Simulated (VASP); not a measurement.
# BP (P6_3/mmc) in VASP: further runs

The runs below take BP through single point, relaxation of cell and atoms, with r2SCAN+rVV10.

Everything below comes from runs of VASP 6.6.1. Logs are shortened: lines on timing, memory, paths and dates and some standing lists are left out, and cuts for length are marked.

### 1 The cell of the first run

It takes space group P6_3/mmc (No. 194, hexagonal). The conventional cell has a = 3.063 Å, b = 3.063 Å, c = 5.065 Å, α = 90.00°, β = 90.00°, γ = 120.00°. Within 2.9 Å of B (site symmetry -3m) lie 6 P at 2.18 Å and 2 B at 2.53 Å. P (site symmetry -6m2) has 6 B at 2.18 Å within 2.9 Å.

### 2 Single point, r2SCAN+rVV10

POSCAR reads:

```
BP
1.0
    3.0631771055      0.0000000000      0.0000000000
   -1.5315885528      2.6527891896      0.0000000000
    0.0000000000      0.0000000000      5.0649412652
B P
2 2
Direct
    0.0000000000      0.0000000000      0.0000000000
    0.0000000000      0.0000000000      0.5000000000
    0.3333333333      0.6666666667      0.2500000000
    0.6666666667      0.3333333333      0.7500000000
```

INCAR.step1 reads:

```
SYSTEM = BP
ALGO = Normal
EDIFF = 1E-4
ENCUT = 520
GGA = PE
ISMEAR = -1
LASPH = .True.
LCHARG = .False.
LREAL = .False.
LWAVE = .True.
NBANDS = 16
NELM = 100
PREC = Accurate
SIGMA = 0.03
```

INCAR.step2 reads:

```
SYSTEM = BP
ALGO = Normal
BPARAM = 11.95
CPARAM = 0.0093
EDIFF = 1E-6
ENCUT = 520
ISIF = 2
ISMEAR = -1
ISTART = 1
IVDW_NL = 2
LASPH = .True.
LCHARG = .True.
LELF = .True.
LMIXTAU = .True.
LREAL = .False.
LUSE_VDW = .True.
LVHAR = .True.
LWAVE = .False.
METAGGA = R2SCAN
NBANDS = 16
NELM = 100
PREC = Accurate
SIGMA = 0.03
```

KPOINTS reads:

```
k-points
0
Gamma
  12 12 6
  0 0 0
```

Potentials or basis: VASP PAW PBE potentials, release 64 (B, P).

Command:

```sh
cat potpaw_PBE.64/B/POTCAR potpaw_PBE.64/P/POTCAR > POTCAR
cp INCAR.step1 INCAR
mpirun -np 1 vasp_std > vasp.out
cp INCAR.step2 INCAR
mpirun -np 1 vasp_std > vasp.out
```

OUTCAR:

```text
SYSTEM = BP
   BPARAM = 11.95
   EDIFF = 1E-6
   ENCUT = 520
   ISIF = 2
   ISMEAR = -1
   ISTART = 1
   IVDW_NL = 2
   LASPH = .True.
   LREAL = .False.
   METAGGA = R2SCAN
   NELM = 100
   PREC = Accurate

 ion  position               nearest neighbor table
   1  0.000  0.000  0.000-   3 2.18   4 2.18   3 2.18   4 2.18   4 2.18   3 2.18
   2  0.000  0.000  0.500-   3 2.18   4 2.18   3 2.18   4 2.18   4 2.18   3 2.18
   3  0.333  0.667  0.250-   1 2.18   2 2.18   1 2.18   2 2.18   1 2.18   2 2.18
   4  0.667  0.333  0.750-   1 2.18   2 2.18   1 2.18   2 2.18   1 2.18   2 2.18

  LATTYP: Found a hexagonal cell.
 ALAT       =     3.0631771055
 C/A-ratio  =     1.6534927922

  Lattice vectors:

 A1 = (   3.0631771055,   0.0000000000,   0.0000000000)
 A2 = (  -1.5315885528,   2.6527891896,   0.0000000000)
 A3 = (   0.0000000000,   0.0000000000,   5.0649412652)

Analysis of symmetry for initial positions (statically):
=====================================================================
 Subroutine PRICEL returns:
 Original cell was already a primitive cell.

 Routine SETGRP: Setting up the symmetry group for a
 hexagonal supercell.

 Subroutine GETGRP returns: Found 24 space group operations
 (whereof 12 operations were pure point group operations)
 out of a pool of 24 trial point group operations.

The static configuration has the point symmetry D_3d.
 The point group associated with its full space group is D_6h.

Analysis of symmetry for dynamics (positions and initial velocities):
=====================================================================
 Subroutine PRICEL returns:
 Original cell was already a primitive cell.

 Routine SETGRP: Setting up the symmetry group for a
 hexagonal supercell.

 Subroutine GETGRP returns: Found 24 space group operations
 (whereof 12 operations were pure point group operations)
 out of a pool of 24 trial point group operations.

The dynamic configuration has the point symmetry D_3d.
 The point group associated with its full space group is D_6h.

 Subroutine INISYM returns: Found 24 space group operations
 (whereof 12 operations are pure point group operations),
 and found     1 'primitive' translations

----------------------------------------------------------------------------------------

                                     Primitive cell

  volume of cell :      41.1575

  direct lattice vectors                    reciprocal lattice vectors
     3.063177105  0.000000000  0.000000000     0.326458434  0.188480865  0.000000000
[... 90 lines left out ...]
   EDIFF  = 0.1E-05   stopping-criterion for ELM
   LREAL  =      F    real-space projection
   EDIFFG = 0.1E-04   stopping-criterion for IOM
   NSW    =      0    number of steps for IOM
   IBRION =     -1    ionic relax: 0-MD 1-quasi-New 2-CG
   NFREE  =      0    steps in history (QN), initial steepest desc. (CG)
   ISIF   =      2    stress and relaxation
   ISYM   =      2    0-nonsym 1-usesym 2-fastsym
   POTIM  = 0.5000    time-step for ionic-motion
   TEBEG  =    0.0;   TEEND  =   0.0 temperature during run
   PSTRESS=    0.0 pullay stress
   NELECT =      16.0000    total number of electrons
   NUPDOWN=      -1.0000    fix difference up-down
   EMIN   =  10.00;   EMAX   =-10.00  energy-range for DOS
   EFERMI =   0.00;   METHOD = LEGACY
   ISMEAR =    -1;   SIGMA  =   0.03  broadening in eV -4-tet -1-fermi 0-gaus
   EFERMI_NEDOS =   21; number of points for ismear=-14 and -15
   IALGO  =     38    algorithm
   IMIX   =      4    mixing-type and parameters
     AMIX     =   0.40;   BMIX     =  1.00
     AMIX_MAG =   1.60;   BMIX_MAG =  1.00
  volume/ion in A,a.u.               =      10.29        69.44
  Fermi-wavevector in a.u.,A,eV,Ry     =   1.194809  2.257861 19.423242  1.427568
  Thomas-Fermi vector in A             =   2.330790
   LORBIT       =      0    0 simple, 1 ext, 2 COOP (PROOUT), +10 PAW based schemes
   METAGGA = R2SCAN    functional components
   LHFCALC =     F    Hartree Fock is set to
   AEXX    =    0.0000 exact exchange contribution
   IVDW_NL    =     2    kernel type
   BPARAM     =11.9500
   IVDW    =     0    specifies the selected vdW correction
   LEPSILON=     F    determine dielectric tensor
   LRPA    =     F    only Hartree local field effects (RPA)
 non-spin polarized calculation
  energy-cutoff  :      520.00
  volume of cell :       41.16
 maximum number of plane-waves:      1120
 NGX is ok and might be reduce to    24
   NGX = 11   NGY = 11   NGZ = 19

 number of electron      15.9999998 magnetization

 Free energy of the ion-electron system (eV)
  ---------------------------------------------------
  ext. energy  EPLUGINS =         0.00000000
  ---------------------------------------------------
  free energy    TOTEN  =       -29.08980167 eV

  energy without entropy =      -29.08453734  energy(sigma->0) =      -29.08716951

 E-fermi :   9.6628     XC(G=0): -12.5683

 val. band max:        9.6584977882   @ k =   0.3333   0.3333   0.5000
 cond. band min:       9.6661021750   @ k =   0.4167   0.0833   0.5000
 fundamental gap:      0.0076043868
 Fermi energy:         9.6627559294

 k-point     1 :       0.0000    0.0000    0.0000
  band No.  band energies     occupation
      1      -8.2231      2.00000
      2      -3.7220      2.00000
      3      -1.6767      2.00000
      4       8.3797      2.00000
      5       8.3797      2.00000
      6       9.8730      0.00181
[... 433 lines left out ...]
      3       0.6990      2.00000
      4       1.8628      2.00000
      5       4.0958      2.00000
      6       5.7093      2.00000
[... 8 lines left out ...]
     15      19.0410      0.00000
     16      21.8187      0.00000

 [... further k-points ...]
[... 5 lines left out ...]
  --------------------------------------------------------------------------------------
  -------------------------------------------------------------------------------------
  Total       -0.0687818     -0.0687818     -0.1301314      0.0000000     -0.0000000     -0.0000000
  in kB       -2.6775348     -2.6775347     -5.0657469      0.0000000     -0.0000000     -0.0000000
  external PRESSURE =      -3.4736055 kB  Pullay stress =       0.0000000 kB

 VOLUME and BASIS-vectors are now :
 -----------------------------------------------------------------------------
  energy-cutoff  :      520.00
  volume of cell :       41.16
      direct lattice vectors                 reciprocal lattice vectors
     3.063177105  0.000000000  0.000000000     0.326458434  0.188480865  0.000000000
    -1.531588553  2.652789190  0.000000000     0.000000000  0.376961729  0.000000000
     0.000000000  0.000000000  5.064941265     0.000000000  0.000000000  0.197435656

 POSITION                                       TOTAL-FORCE (eV/Angst)
 -----------------------------------------------------------------------------------
      0.00000      0.00000      0.00000        -0.000000      0.000000     -0.000000
      0.00000      0.00000      2.53247        -0.000000      0.000000     -0.000000
     -0.00000      1.76853      1.26624         0.000000      0.000000      0.000000
      1.53159      0.88426      3.79871        -0.000000      0.000000     -0.000000
 -----------------------------------------------------------------------------------
    total drift:                               -0.000000      0.000000      0.000000

  FREE ENERGIE OF THE ION-ELECTRON SYSTEM (eV)
  ---------------------------------------------------
  free  energy   TOTEN  =       -29.0898016725 eV

  energy  without entropy=      -29.0845373440  energy(sigma->0) =      -29.08716951
```

OUTCAR.step1:

```text
SYSTEM = BP
   EDIFF = 1E-4
   ENCUT = 520
   GGA = PE
   ISMEAR = -1
   LASPH = .True.
   LREAL = .False.
   NELM = 100
[... 685 lines left out ...]
      0.00000      0.00000      2.53247        -0.000000     -0.000000      0.000000
     -0.00000      1.76853      1.26624        -0.000000     -0.000000      0.000000
      1.53159      0.88426      3.79871         0.000000      0.000000     -0.000000
 -----------------------------------------------------------------------------------
    total drift:                               -0.000000      0.000000      0.000000

  FREE ENERGIE OF THE ION-ELECTRON SYSTEM (eV)
  ---------------------------------------------------
  free  energy   TOTEN  =       -21.0867859967 eV

  energy  without entropy=      -21.0815967010  energy(sigma->0) =      -21.08419135
```

It took 4.6 min on 1 thread of Intel Xeon 8259CL, shared host; peak memory 0.29 GiB.

Results:

```
Free energy            : -29.0898 eV
Pressure               : -0.3 GPa
Band gap on the k mesh : zero (bands 8 and 9 overlap by 6.21 eV)
```

Levels at points of the mesh, in eV from the Fermi level:
```tsv
k point	band 5	band 6	band 7	band 8	band 9	band 10	band 11	band 12
(0.00, 0.00, 0.00)	-1.28	0.21	1.08	1.08	3.10	3.10	4.99	5.02
(0.50, 0.00, 0.00)	-7.12	-6.37	-4.61	0.63	0.91	1.15	2.89	4.27
(0.00, 0.00, 0.50)	-0.23	-0.23	-0.23	-0.23	3.84	3.84	3.84	3.84
(0.50, 0.00, 0.50)	-3.25	-3.25	-2.32	-2.32	-0.48	-0.48	3.12	3.12
```

Caveat: the PAW data sets were made with another functional, which shifts forces and pressure a little.

### 3 Relaxation of cell and atoms, r2SCAN+rVV10

This run uses another cell than the first one, of 10.07 Å³/atom.

POSCAR reads:

```
BP
1.0
    3.0496435629      0.0000000000      0.0000000000
   -1.5248217815      2.6410687980      0.0000000000
    0.0000000000      0.0000000000      5.0016391063
B P
2 2
Direct
    0.0000000000      0.0000000000      0.0000000000
    0.0000000000      0.0000000000      0.5000000000
    0.3333333333      0.6666666667      0.2500000000
    0.6666666667      0.3333333333      0.7500000000
```

INCAR.step1 reads:

```
SYSTEM = BP
  ALGO = Normal
  EDIFF = 1E-4
  ENCUT = 600
  GGA = PE
  ISMEAR = -1
  LASPH = .True.
  LCHARG = .False.
  LREAL = .False.
  LWAVE = .True.
  NELM = 60
  PREC = Accurate
  SIGMA = 0.03
```

INCAR.step2 reads:

```
SYSTEM = BP
  ALGO = Normal
  BPARAM = 11.95
  CPARAM = 0.0093
  EDIFF = 1E-6
  EDIFFG = -0.01
  ENCUT = 600
  IBRION = 2
  ISIF = 3
  ISMEAR = -1
  ISTART = 1
  IVDW_NL = 2
  LASPH = .True.
  LCHARG = .False.
  LMIXTAU = .True.
  LREAL = .False.
  LUSE_VDW = .True.
  LWAVE = .False.
  METAGGA = R2SCAN
  NELM = 60
  NSW = 100
  PREC = Accurate
  SIGMA = 0.03
```

KPOINTS is that of step 2.

Potentials or basis: VASP PAW PBE potentials, release 64 (B, P).

Command:

```sh
cat potpaw_PBE.64/B/POTCAR potpaw_PBE.64/P/POTCAR > POTCAR
cp INCAR.step1 INCAR
mpirun -np 1 vasp_std > vasp.out
cp INCAR.step2 INCAR
mpirun -np 1 vasp_std > vasp.out
```

It took 13 min on 1 thread of Intel Xeon 8259CL, shared host; peak memory 0.3 GiB.

The run converged. Its results:

```
Free energy                           : -29.0924 eV
Relaxed volume                        : 10.27 Å³/atom
Relaxed cell                          : a = 3.063 Å, b = 3.063 Å, c = 5.059 Å, α = 90.00°, β = 90.00°, γ = 120.00°
Space group after relaxing (to 0.1 Å) : P6_3/mmc (No. 194)
Energy gained by relaxing             : 2.2 meV/atom
Ionic steps                           : 5
Pressure after relaxing               : -0.1 GPa
Band gap on the k mesh                : zero (bands 8 and 9 overlap by 6.20 eV)
```

Stress tensor (GPa, compression positive):
```
-0.13  0.00  0.00
 0.00 -0.13  0.00
 0.00  0.00 -0.04
```

Step by step:
| step | energy change (eV) | largest force (eV/Å) | pressure (GPa) | volume (Å³) |
| --- | --- | --- | --- | --- |
| 1 | 0.0000 | 0.0000 | 3.19 | 40.28 |
| 2 | -0.0068 | 0.0000 | -1.45 | 41.47 |
| 3 | -0.0084 | 0.0000 | -0.09 | 41.11 |
| 4 | -0.0088 | 0.0000 | -0.10 | 41.10 |
| 5 | -0.0089 | 0.0000 | -0.10 | 41.10 |

Final structure:
```
B P
1.0
     3.06281    0.00000    0.00000
    -1.53140    2.65247    0.00000
     0.00000    0.00000    5.05877
B P
2 2
Direct
  0.00000 0.00000 0.00000
  0.00000 0.00000 0.50000
  0.33333 0.66667 0.25000
  0.66667 0.33333 0.75000
```

Levels at points of the mesh, in eV from the Fermi level:
| k point | band 6 | band 7 | band 8 | band 9 | band 10 | band 11 |
| --- | --- | --- | --- | --- | --- | --- |
| (0.00, 0.00, 0.00) | 0.23 | 1.06 | 1.06 | 3.09 | 3.09 | 4.98 |
| (0.50, 0.00, 0.00) | -6.38 | -4.63 | 0.62 | 0.90 | 1.13 | 2.89 |
| (0.00, 0.00, 0.50) | -0.25 | -0.25 | -0.25 | 3.83 | 3.83 | 3.83 |
| (0.50, 0.00, 0.50) | -3.27 | -2.33 | -2.33 | -0.47 | -0.47 | 3.11 |

Caveat: the PAW data sets were made with another functional, which shifts forces and pressure a little.
